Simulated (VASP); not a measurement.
# CoSi2 (P6/mmm) in VASP: further runs

CoSi2 is run at these levels: PBEsol; tasks: single point, relaxation of shape and atoms at fixed volume.

Everything below comes from runs of VASP 6.6.1. Logs are shortened: lines on timing, memory, paths and dates and some standing lists are left out, and cuts for length are marked.

## Step 1: The cell of the first run

The structure is hexagonal, space group P6/mmm (No. 191). The conventional cell has a = 4.111 Å, b = 4.111 Å, c = 2.491 Å, α = 90.00°, β = 90.00°, γ = 120.00°. Co (site symmetry 6/mmm) has 2 Co at 2.49 Å and 12 Si at 2.68 Å within 3.3 Å. Within 3.1 Å of Si (site symmetry -6m2) lie 5 Si at 2.37 to 2.49 Å and 6 Co at 2.68 Å.

## Step 2: Single point, PBEsol, collinear spin, ferromagnetic start

The input, INCAR:

```
SYSTEM = CoSi2
PREC = Accurate
ENCUT = 520
EDIFF = 1E-6
ISMEAR = 0
SIGMA = 0.05
LREAL = .FALSE.
LASPH = .TRUE.
NELM = 150
ALGO = Normal
ISIF = 2
LWAVE = .FALSE.
LCHARG = .FALSE.
ISPIN = 2
MAGMOM = 1.5 0 0
LORBIT = 11
LMAXMIX = 4
GGA = PS
NBANDS = 20
```

The input, KPOINTS:

```
regular mesh
0
G
  10 10 8
  0 0 0
```

The input, POSCAR:

```
CoSi2
1.0
    4.1111230054      0.0000000000      0.0000000000
   -2.0555615027      3.5603369608      0.0000000000
    0.0000000000      0.0000000000      2.4908578885
Co Si
1 2
Direct
    0.0000000000      0.0000000000      0.0000000000
    0.3333333333      0.6666666667      0.5000000000
    0.6666666667      0.3333333333      0.5000000000
```

Potentials or basis: VASP PAW PBE potentials, release 64 (Co, Si).

On the command line:

```sh
$ cat potpaw_PBE.64/Co/POTCAR potpaw_PBE.64/Si/POTCAR > POTCAR
$ mpirun -np 1 vasp_std > vasp.out
```

OUTCAR:

```text
SYSTEM = CoSi2
   PREC = Accurate
   ENCUT = 520
   EDIFF = 1E-6
   ISMEAR = 0
   LREAL = .FALSE.
   LASPH = .TRUE.
   NELM = 150
   ISIF = 2
   ISPIN = 2
   LORBIT = 11
   GGA = PS

 ion  position               nearest neighbor table
   1  0.000  0.000  0.000-   2 2.68   3 2.68   2 2.68   3 2.68   3 2.68   3 2.68   2 2.68   2 2.68
                             3 2.68   3 2.68   2 2.68   2 2.68
   2  0.333  0.667  0.500-   3 2.37   3 2.37   3 2.37   1 2.68   1 2.68   1 2.68   1 2.68   1 2.68
                             1 2.68
   3  0.667  0.333  0.500-   2 2.37   2 2.37   2 2.37   1 2.68   1 2.68   1 2.68   1 2.68   1 2.68
                             1 2.68

  LATTYP: Found a hexagonal cell.
 ALAT       =     4.1111230054
 C/A-ratio  =     0.6058825983

  Lattice vectors:

 A1 = (   4.1111230054,   0.0000000000,   0.0000000000)
 A2 = (  -2.0555615027,   3.5603369608,   0.0000000000)
 A3 = (   0.0000000000,   0.0000000000,   2.4908578885)

Analysis of symmetry for initial positions (statically):
=====================================================================
 Subroutine PRICEL returns:
 Original cell was already a primitive cell.

 Routine SETGRP: Setting up the symmetry group for a
 hexagonal supercell.

 Subroutine GETGRP returns: Found 24 space group operations
 (whereof 24 operations were pure point group operations)
 out of a pool of 24 trial point group operations.

The static configuration has the point symmetry D_6h.

Analysis of symmetry for dynamics (positions and initial velocities):
=====================================================================
 Subroutine PRICEL returns:
 Original cell was already a primitive cell.

 Routine SETGRP: Setting up the symmetry group for a
 hexagonal supercell.

 Subroutine GETGRP returns: Found 24 space group operations
 (whereof 24 operations were pure point group operations)
 out of a pool of 24 trial point group operations.

The dynamic configuration has the point symmetry D_6h.

Analysis of structural, dynamic, and magnetic symmetry:
=====================================================================
 Subroutine PRICEL returns:
 Original cell was already a primitive cell.

 Routine SETGRP: Setting up the symmetry group for a
 hexagonal supercell.

 Subroutine GETGRP returns: Found 24 space group operations
 (whereof 24 operations were pure point group operations)
 out of a pool of 24 trial point group operations.

The overall configuration has the point symmetry D_6h.

 Subroutine INISYM returns: Found 24 space group operations
 (whereof 24 operations are pure point group operations),
 and found     1 'primitive' translations

----------------------------------------------------------------------------------------

                                     Primitive cell

  volume of cell :      36.4586

  direct lattice vectors                    reciprocal lattice vectors
     4.111123005  0.000000000  0.000000000     0.243242539  0.140436146  0.000000000
    -2.055561503  3.560336961  0.000000000     0.000000000  0.280872291  0.000000000
     0.000000000  0.000000000  2.490857888     0.000000000  0.000000000  0.401468106

  length of vectors
     4.111123005  4.111123005  2.490857888     0.280872291  0.280872291  0.401468106

  position of ions in fractional coordinates (direct lattice)
     0.000000000  0.000000000  0.000000000
     0.333333333  0.666666667  0.500000000
     0.666666667  0.333333333  0.500000000

  ion indices of the primitive-cell ions
   primitive index   ion index
                 1           1
                 2           2
                 3           3

----------------------------------------------------------------------------------------

 KPOINTS: regular mesh

Automatic generation of k-mesh.
 Grid dimensions read from file:
 generate k-points for:   10   10    8

 Generating k-lattice:

  Cartesian coordinates                     Fractional coordinates (reciprocal lattice)
     0.024324254  0.014043615  0.000000000     0.100000000 -0.000000000  0.000000000
     0.000000000  0.028087229  0.000000000     0.000000000  0.100000000  0.000000000
     0.000000000  0.000000000  0.050183513     0.000000000  0.000000000  0.125000000

  Length of vectors
     0.028087229  0.028087229  0.050183513

  Shift w.r.t. Gamma in fractional coordinates (k-lattice)
     0.000000000  0.000000000  0.000000000

 Subroutine IBZKPT returns following result:
 ===========================================

 Found     70 irreducible k-points:

 Following reciprocal coordinates:
            Coordinates               Weight
  0.000000  0.000000  0.000000      1.000000
  0.100000 -0.000000  0.000000      6.000000
  0.200000 -0.000000  0.000000      6.000000
  0.300000 -0.000000  0.000000      6.000000
  0.400000  0.000000  0.000000      6.000000
  0.500000 -0.000000  0.000000      3.000000
[... 16 lines left out ...]
  0.300000  0.100000  0.125000     24.000000
  0.400000  0.100000  0.125000     24.000000
 [... further k-points ...]
   k-points           NKPTS =     70   k-points in BZ     NKDIM =     70   number of bands    NBANDS=     20
   number of dos      NEDOS =    301   number of ions     NIONS =      3
   total plane-waves  NPLWV =  20480
   dimension x,y,z NGX =    32 NGY =   32 NGZ =   20
   dimension x,y,z NGXF=    64 NGYF=   64 NGZF=   40
   ions per type =               1   2
   NGX,Y,Z   is equivalent  to a cutoff of  12.94, 12.94, 13.35 a.u.
   NGXF,Y,Z  is equivalent  to a cutoff of  25.88, 25.88, 26.70 a.u.
 SYSTEM =  CoSi2
   PREC   = accura    normal or accurate (medium, high low for compatibility)
   ISTART =      0    job   : 0-new  1-cont  2-samecut
   ICHARG =      2    charge: 1-file 2-atom 10-const
   ISPIN  =      2    spin polarized calculation?
   LNONCOLLINEAR =      F non collinear calculations
   LSORBIT =      F    spin-orbit coupling
   LASPH  =      T    aspherical Exc in radial PAW
   ENCUT  =  520.0 eV  38.22 Ry    6.18 a.u.   7.64  7.64  4.63*2*pi/ulx,y,z
   NELM   =    150;   NELMIN=  2; NELMDL= -5     # of ELM steps
   EDIFF  = 0.1E-05   stopping-criterion for ELM
   LREAL  =      F    real-space projection
   EDIFFG = 0.1E-04   stopping-criterion for IOM
   NSW    =      0    number of steps for IOM
   IBRION =     -1    ionic relax: 0-MD 1-quasi-New 2-CG
   NFREE  =      0    steps in history (QN), initial steepest desc. (CG)
   ISIF   =      2    stress and relaxation
   ISYM   =      2    0-nonsym 1-usesym 2-fastsym
   POTIM  = 0.5000    time-step for ionic-motion
   TEBEG  =    0.0;   TEEND  =   0.0 temperature during run
   PSTRESS=    0.0 pullay stress
   NELECT =      17.0000    total number of electrons
   NUPDOWN=      -1.0000    fix difference up-down
   EMIN   =  10.00;   EMAX   =-10.00  energy-range for DOS
   EFERMI =   0.00;   METHOD = LEGACY
   ISMEAR =     0;   SIGMA  =   0.05  broadening in eV -4-tet -1-fermi 0-gaus
   EFERMI_NEDOS =   21; number of points for ismear=-14 and -15
   IALGO  =     38    algorithm
   IMIX   =      4    mixing-type and parameters
     AMIX     =   0.40;   BMIX     =  1.00
     AMIX_MAG =   1.60;   BMIX_MAG =  1.00
  volume/ion in A,a.u.               =      12.15        82.01
  Fermi-wavevector in a.u.,A,eV,Ry     =   1.269475  2.398961 21.926712  1.611568
  Thomas-Fermi vector in A             =   2.402515
   LORBIT       =     11    0 simple, 1 ext, 2 COOP (PROOUT), +10 PAW based schemes
   GGA     = PS    functional components
   LHFCALC =     F    Hartree Fock is set to
   AEXX    =    0.0000 exact exchange contribution
   IVDW    =     0    specifies the selected vdW correction
   LEPSILON=     F    determine dielectric tensor
   LRPA    =     F    only Hartree local field effects (RPA)
 spin polarized calculation
 Gauss-broadening in eV      SIGMA  =   0.05
  energy-cutoff  :      520.00
  volume of cell :       36.46
 maximum number of plane-waves:      1006
 NGX is ok and might be reduce to    32
   NGX = 15   NGY = 15   NGZ =  9

 number of electron      16.9999994 magnetization       0.6697690

 Free energy of the ion-electron system (eV)
  ---------------------------------------------------
  ext. energy  EPLUGINS =         0.00000000
  ---------------------------------------------------
  free energy    TOTEN  =       -18.54528177 eV

  energy without entropy =      -18.54205955  energy(sigma->0) =      -18.54367066

 E-fermi :  11.3960     XC(G=0): -12.2635

 val. band max:       11.3921756375   @ k =   0.3000   0.3000   0.3750
 cond. band min:      11.3983842334   @ k =   0.0000   0.0000   0.3750
 fundamental gap:      0.0062085959
 Fermi energy:        11.3959537431

 spin component 1

 k-point     1 :       0.0000    0.0000    0.0000
  band No.  band energies     occupation
      1      -3.0991      1.00000
      2       5.7004      1.00000
      3       5.7004      1.00000
      4       7.0815      1.00000
      5       8.0097      1.00000
      6       9.6190      1.00000
[... 12 lines left out ...]
     19      28.7795      0.00000
     20      29.4775      0.00000
[... 507 lines left out ...]
 k-point    24 :       0.4000    0.1000    0.1250
  band No.  band energies     occupation
      1      -0.6975      1.00000
      2       0.8678      1.00000
      3       4.7167      1.00000
      4       7.3286      1.00000
      5       8.9849      1.00000
      6       9.1049      1.00000
[... 12 lines left out ...]
     19      26.3174      0.00000
     20      27.0716      0.00000

 [... further k-points ...]

 spin component 2

 k-point     1 :       0.0000    0.0000    0.0000
  band No.  band energies     occupation
      1      -3.0439      1.00000
      2       5.8486      1.00000
      3       5.8486      1.00000
      4       7.1533      1.00000
      5       8.4492      1.00000
      6       9.6354      1.00000
[... 12 lines left out ...]
     19      28.8500      0.00000
     20      29.5424      0.00000
[... 507 lines left out ...]
 k-point    24 :       0.4000    0.1000    0.1250
  band No.  band energies     occupation
      1      -0.6385      1.00000
      2       0.9308      1.00000
      3       4.7741      1.00000
      4       7.5026      1.00000
      5       9.4782      1.00000
      6       9.5813      1.00000
[... 12 lines left out ...]
     19      26.4163      0.00000
     20      27.1796      0.00000

 [... further k-points ...]
[... 5 lines left out ...]
  --------------------------------------------------------------------------------------
  -------------------------------------------------------------------------------------
  Total        0.0672102      0.0672102      0.2240321      0.0000000      0.0000000      0.0000000
  in kB        2.9535563      2.9535563      9.8451033      0.0000000      0.0000000      0.0000000
  external PRESSURE =       5.2507386 kB  Pullay stress =       0.0000000 kB

 VOLUME and BASIS-vectors are now :
 -----------------------------------------------------------------------------
  energy-cutoff  :      520.00
  volume of cell :       36.46
      direct lattice vectors                 reciprocal lattice vectors
     4.111123005  0.000000000  0.000000000     0.243242539  0.140436146  0.000000000
    -2.055561503  3.560336961  0.000000000     0.000000000  0.280872291  0.000000000
     0.000000000  0.000000000  2.490857888     0.000000000  0.000000000  0.401468106

 POSITION                                       TOTAL-FORCE (eV/Angst)
 -----------------------------------------------------------------------------------
      0.00000      0.00000      0.00000         0.000000      0.000000      0.000000
     -0.00000      2.37356      1.24543        -0.000000      0.000000     -0.000000
      2.05556      1.18678      1.24543         0.000000     -0.000000      0.000000
 -----------------------------------------------------------------------------------
    total drift:                                0.000000     -0.000000      0.000000

  FREE ENERGIE OF THE ION-ELECTRON SYSTEM (eV)
  ---------------------------------------------------
  free  energy   TOTEN  =       -18.5452817650 eV

  energy  without entropy=      -18.5420595508  energy(sigma->0) =      -18.54367066

 total charge

# of ion       s       p       d       tot
------------------------------------------
    1        0.375   0.411   7.476   8.261
    2        0.777   0.855   0.000   1.632
    3        0.777   0.855   0.000   1.632
--------------------------------------------------
tot          1.929   2.121   7.476  11.526

 magnetization (x)

# of ion       s       p       d       tot
------------------------------------------
    1       -0.001   0.002   0.577   0.578
    2        0.016   0.017   0.000   0.034
    3        0.016   0.017   0.000   0.034
--------------------------------------------------
tot          0.031   0.037   0.577   0.645
```

Run time: 48 s. Hardware: 1 thread of Intel Xeon Platinum 8488C (Sapphire Rapids), shared host; peak memory 0.22 GiB.

What came out:

```
Free energy                                           : -18.5453 eV
Pressure                                              : 0.5 GPa
Net moment                                            : 0.67 μB per cell
Site moments                                          : Co +0.58; Si +0.03 μB
Valence electrons inside the program's atomic spheres : Co 8.26; Si 1.63
```

Levels at points of the mesh, in eV from the Fermi level:
Spin up:
```csv
k point,band 7,band 8,band 9,band 10,band 11,band 12
"(0.00, 0.00, 0.00)",-1.78,-0.84,-0.84,0.17,0.17,3.51
"(0.50, 0.00, 0.00)",-0.94,-0.86,-0.28,4.58,5.43,5.57
"(0.00, 0.00, 0.50)",-0.90,-0.90,-0.31,0.22,3.20,5.19
"(0.50, 0.00, 0.50)",-1.62,-0.74,0.32,0.66,0.82,1.51
```
Spin down:
```
           k point  band 6  band 7  band 8  band 9  band 10  band 11
(0.00, 0.00, 0.00)   -1.76   -1.76   -0.27   -0.27     0.70     0.70
(0.50, 0.00, 0.00)   -1.89   -0.39   -0.30    0.24     4.64     5.49
(0.00, 0.00, 0.50)   -1.84   -0.81   -0.81   -0.23     0.85     3.26
(0.50, 0.00, 0.50)   -1.14   -1.10   -0.24    0.86     0.87     1.00
```

Caveat: the PAW data sets were made with another functional, which shifts forces and pressure a little.

(Continued in part 2 of 2.)
